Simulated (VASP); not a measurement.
A run of VASP 6.6.1 is set up as follows.

The input INCAR:

```
SYSTEM = Si5W2
PREC = Accurate ; ENCUT = 520
EDIFF = 1E-7 ; ISMEAR = 0
SIGMA = 0.1 ; LREAL = .FALSE.
LASPH = .TRUE. ; NELM = 60
ALGO = Normal ; ISIF = 2
LWAVE = .FALSE. ; LCHARG = .FALSE.
LDIPOL = .TRUE. ; IDIPOL = 3
DIPOL = 0.5 0.5 0.366 ; GGA = PE
NBANDS = 33
```

The input KPOINTS:

```
Automatic mesh
0
G
  8 8 1
  0 0 0
```

File POSCAR:

```
Si5W2
1.0
    3.2292919635      0.0000000000      0.0000000000
    0.0000000000      3.2292919635      0.0000000000
    0.0000000000      0.0000000000     21.9372962601
Si W
5 2
Direct
    0.0000000000      0.0000000000      0.1823378758
    0.0000000000      0.0000000000      0.3009901014
    0.5000000000      0.5000000000      0.3590107496
    0.5000000000      0.5000000000      0.4757786072
    0.5000000000      0.5000000000      0.5829285063
    0.5000000000      0.5000000000      0.2416639886
    0.0000000000      0.0000000000      0.4178382285
```

Potentials or basis: VASP PAW PBE potentials, release 64 (Si, W_sv).

Run with:

```sh
$ cat potpaw_PBE.64/Si/POTCAR potpaw_PBE.64/W_sv/POTCAR > POTCAR
$ mpirun -np 1 vasp_std > vasp.out
```

Problem. What does it give for the band gap on the k mesh?

Solution. Zero (band 24 reaches 2.88 eV, above the bottom of band 25 at 1.57 eV).

Problem. What does it give for the largest force?

Solution. 0.763 eV/Å.

Forces in eV/Å, atoms in the order of the input:
```
Si   0.000  0.000  0.373
Si   0.000  0.000 -0.328
Si   0.000  0.000 -0.071
Si   0.000  0.000  0.763
Si   0.000  0.000 -0.003
W    0.000  0.000 -0.105
W    0.000  0.000 -0.629
```

Caveat: spin-orbit coupling is left out, which moves the levels of the heavy elements.
